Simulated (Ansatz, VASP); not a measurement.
# Li2HfN2 in VASP and in Ansatz

File INCAR:

```
PREC = Accurate
ENCUT = 750
EDIFF = 1E-6
ISMEAR = 0
SIGMA = 0.05
LREAL = False
LASPH = True
NELM = 120
ALGO = Normal
ISIF = 2
LWAVE = False
LCHARG = False
NBANDS = 21
GGA_COMPAT = False
```

KPOINTS

```
Automatic mesh
0
Gamma
  9 9 6
```

Contents of POSCAR:

```
Li2HfN2
1.0
    3.3666057914      0.0000000000      0.0000000000
   -1.6833028957      2.9155661399      0.0000000000
    0.0000000000      0.0000000000      5.2066513728
Li Hf N
2 1 2
Direct
    0.6666666667      0.3333333333      0.3827885700
    0.3333333333      0.6666666667      0.6172114300
    0.0000000000      0.0000000000      0.0000000000
    0.6666666667      0.3333333333      0.7793848600
    0.3333333333      0.6666666667      0.2206151400
```

Input for Ansatz:

```yaml
crystal:
  lattice:
    - [3.3666057914, 0.0, 0.0]
    - [-1.6833028957, 2.9155661399, 0.0]
    - [0.0, 0.0, 5.2066513728]
  atoms:
    - { symbol: Li, position: [0.6666666667, 0.3333333333, 0.38278857] }
    - { symbol: Li, position: [0.3333333333, 0.6666666667, 0.61721143] }
    - { symbol: Hf, position: [0.0, 0.0, 0.0] }
    - { symbol: "N", position: [0.6666666667, 0.3333333333, 0.77938486] }
    - { symbol: "N", position: [0.3333333333, 0.6666666667, 0.22061514] }
basis:
  ecutwfc: 420
kpoints:
  mp_grid: { grid: [9, 9, 6] }
hamiltonian:
  xc: lda
scf:
  occupations: { method: gaussian, width: 0.05 }
output:
  forces: true
  stress: true
  eigenvalues: true
```

Change from the starting cell: strain +0.040 along x and y, -0.040 along z, atoms carried along.

Alike in both runs: task single point; functional LDA; k mesh 9 × 9 × 6; occupations gaussian, width 0.05 eV; no spin polarisation.

|  | VASP | Ansatz |
| --- | --- | --- |
| version | VASP 6.6.1 | Ansatz 0.2.0 |
| potentials or method | VASP PAW LDA potentials, release 64 (Li_sv, Hf_pv, N), cutoff 750 eV | scalar-relativistic, plane waves, PAW |
| valence electrons in the cell | 26 | 42 |

|  | VASP | Ansatz | Ansatz less VASP |
| --- | --- | --- | --- |
| gap on the k mesh at the Fermi level (eV) | 2.08 | 2.05 | -0.032 |
| least direct gap on the mesh (eV) | 2.72 | 2.70 | -0.014 |
| pressure (GPa) | -14.3 | -13.4 | +0.89 |
| traceless stress, the component that is largest in VASP (GPa) | 12.40 | 12.26 | -0.140 |
| rms of the force components (eV/Å) | 0.111 | 0.085 | -0.0260 |

LDA's correlation is that of Perdew and Zunger in VASP and of Perdew and Wang (1992) in Ansatz. Atom by atom the forces differ by 0.028 eV/Å (rms over components). VASP's potentials hold 26 valence electrons a cell and Ansatz's 42, so a difference there can come from the potentials and not from the codes.

Neither program's run includes spin-orbit coupling.
